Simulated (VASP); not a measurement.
Runs of VASP 6.6.1 on Cu3N. The structure is that of space group Pm-3m (No. 221), or close to it. The cells are those of the table. 

| task | spin | cell | k mesh | smearing | gap on the mesh (eV) | pressure (GPa) |
| --- | --- | --- | --- | --- | --- | --- |
| relaxation of cell and atoms | off | relaxed to 30 GPa from a = 3.606 Å, 4 atoms | 12 × 12 × 12 | gaussian 0.1 eV | none | 30.0 |
| relaxation of cell and atoms | off | relaxed from a = 3.814 Å, 4 atoms | 10 × 10 × 10 | gaussian 0.01 eV | 0.26 | 0.0 |
| single point | off | a = 3.613 Å, 4 atoms | 12 × 12 × 12 | gaussian 0.1 eV | none | 30.9 |
| single point | collinear, ferromagnetic start | a = 3.814 Å, 4 atoms | 6 × 6 × 6 | gaussian 0.1 eV | 0.21 | (b) |
| single point | off | a = 3.827 Å, 4 atoms | 10 × 10 × 10 | gaussian 0.01 eV | (a) | 0.8 |

Alike in all rows: level PBE; potentials or basis VASP PAW PBE potentials, release 64 (Cu, N); cutoff (eV) 600.

Fill in the values left out.

(a) 0.25; (b) 1.9.

Caveats: the cell is relaxed towards a set pressure, so the enthalpy falls and the energy may rise (some runs).

A k mesh can miss the band edges.

A gap of «none» marks levels without a gap at the run's occupations.
